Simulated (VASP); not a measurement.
Set up this calculation in VASP 6.6.1, as the native input.

| Quantity | Value |
| --- | --- |
| Task | single point |
| Functional | PBE |
| Potentials or basis | VASP PAW PBE potentials, release 64 (Al, O) |
| Cutoff | 520 eV |
| k mesh | 3 × 3 × 3 |
| Occupations | methfessel-paxton, width 0.1 eV |
| Spin | no spin polarisation |
| Dipole correction | no |
| Further INCAR settings | LREAL = Auto; ALGO = Normal; EDIFF = 1e-06; NBANDS = 41 |

The structure of Al16O (a cell with a defect) lies in POSCAR:

```
Al16O
1.0
   -4.0389296000      4.0389296000      4.0389296000
    4.0389296000     -4.0389296000      4.0389296000
    4.0389296000      4.0389296000     -4.0389296000
Al O
16 1
Direct
   -0.0200797013     -0.0022666897     -0.0022967719
   -0.0117815869      0.2532178328      0.7523027883
    0.0035024131      0.4984496387      0.4984649893
   -0.0117559613      0.7521458161      0.2530728686
    0.2335633679     -0.0023471565      0.7439411670
    0.2352685226      0.2448000084      0.4986125532
    0.2352891964      0.4986236948      0.2447429388
    0.2335318001      0.7439069995     -0.0024767701
    0.4808852078     -0.0006579714      0.4984432014
    0.4652985286      0.2295384153      0.2294715659
    0.4807802295      0.4984688270     -0.0005964452
    0.4888458566      0.7520712914      0.7520641112
    0.7343558303     -0.0006880536      0.2447828009
    0.7345202303      0.2448919882     -0.0007229638
    0.7344058436      0.4985491701      0.7675673525
    0.7345235728      0.7676197179      0.4984159664
    0.7344770258      0.4985476845      0.4984976713
```

One way to write it, as run:

INCAR

```
  ALGO = Normal
  EDIFF = 1E-6
  ENCUT = 520
  GGA = PE
  ISIF = 2
  ISMEAR = 1
  LASPH = T
  LCHARG = F
  LREAL = Auto
  LWAVE = F
  NBANDS = 41
  NELM = 80
  PREC = Accurate
  SIGMA = 0.1
```

KPOINTS

```
k-points
0
Gamma
  3 3 3
```

Potentials or basis: VASP PAW PBE potentials, release 64 (Al, O).

Command:

```sh
$ cat potpaw_PBE.64/Al/POTCAR potpaw_PBE.64/O/POTCAR > POTCAR
$ mpirun -np 1 vasp_std > vasp.out
```

It gave:

```json
{"Pressure": "2.8 GPa", "Largest force": "0.011 eV/Å", "Band gap on the k mesh": "zero (band 27 reaches 9.35 eV, above the bottom of band 28 at 8.02 eV)"}
```

Caveat: the k points lie up to 0.37 Å⁻¹ apart.

It took 2.4 min on 1 thread of Intel(R) Xeon(R) 6975P-C (Granite Rapids), with other jobs on the host, peak memory 0.4 GiB.
